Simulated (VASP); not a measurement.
Input of a VASP 6.6.1 run:

Contents of INCAR:

```
  PREC = Accurate
  ENCUT = 600
  EDIFF = 1E-6
  ISMEAR = 0
  SIGMA = 0.1
  LREAL = F
  LASPH = T
  NELM = 80
  ALGO = Normal
  ISIF = 3
  LWAVE = F
  LCHARG = F
  GGA = PE
  IBRION = 2
  NSW = 90
  EDIFFG = -0.04
```

File KPOINTS:

```
Automatic mesh
0
Gamma
  6 6 6
```

The input POSCAR:

```
InSb3
1.0
    2.6257625300      1.5159847000      5.5034636300
   -2.6257625300      1.5159847000      5.5034636300
    0.0000000000     -3.0319694100      5.5034636300
In Sb
1 3
Direct
    0.5000000000      0.5000000000      0.5000000000
    0.0000000000      0.0000000000      0.5000000000
    0.5000000000      0.0000000000      0.0000000000
    0.0000000000      0.5000000000      0.0000000000
```

Potentials or basis: VASP PAW PBE potentials, release 64 (In_d, Sb).

Launch:

```console
$ cat potpaw_PBE.64/In_d/POTCAR potpaw_PBE.64/Sb/POTCAR > POTCAR
$ mpirun -np 1 vasp_std > vasp.out
```

Task: Predict the relaxed cell.

Result: a = 4.811 Å, b = 4.811 Å, c = 4.811 Å, α = 90.24°, β = 90.24°, γ = 90.24°.

Task: What does it give for the space group after relaxing (to 0.1 Å)?

Result: Pm-3m (No. 221).

Task: Estimate the band gap on the k mesh.

Result: Zero (bands 14 and 15 overlap by 4.57 eV).

Task: Predict the relaxed volume.

Result: 27.83 Å³/atom.

The path:
```csv
step,energy change (eV),largest force (eV/Å),pressure (GPa),volume (Å³)
1,0.0000,0.0000,40.26,131.44
2,-2.3559,0.0000,-3.63,335.14
3,-3.9062,0.0000,-4.30,291.71
4,-5.3148,0.0000,-4.57,257.14
5,-7.4667,0.0000,-0.03,189.09
6,-7.4660,0.0000,-0.31,190.35
7,-7.4684,0.0000,-0.01,188.16
8,-7.4684,0.0000,0.01,187.93
9,-7.4709,0.0000,0.03,186.77
10,-7.4791,0.0000,0.04,183.28
11,-7.4993,0.0000,0.07,176.32
12,-7.5640,0.0000,0.12,162.43
13,-7.9315,0.0000,0.39,134.86
14,-6.2651,0.0000,35.76,80.44
15,-8.0458,0.0000,0.66,128.83
16,-8.3800,0.0000,6.01,104.54
17,-8.3775,0.0000,6.91,102.83
18,-8.4417,0.0000,5.96,103.96
19,-8.5886,0.0000,3.39,107.39
20,-8.7035,0.0000,-0.57,114.43
21,-8.7041,0.0000,-0.79,114.93
22,-8.7130,0.0000,-0.70,114.60
23,-8.7381,0.0000,-0.41,113.61
24,-8.7860,0.0000,0.19,111.57
25,-8.7989,0.0000,1.99,107.32
26,-8.8120,0.0000,1.17,108.91
27,-8.8216,0.0000,0.28,110.59
28,-8.8217,0.0000,-0.09,111.34
```

Caveat: the volume moved by over 15 % at a fixed basis, so the end points are rough; spin-orbit coupling is left out, which moves the levels of the heavy elements.
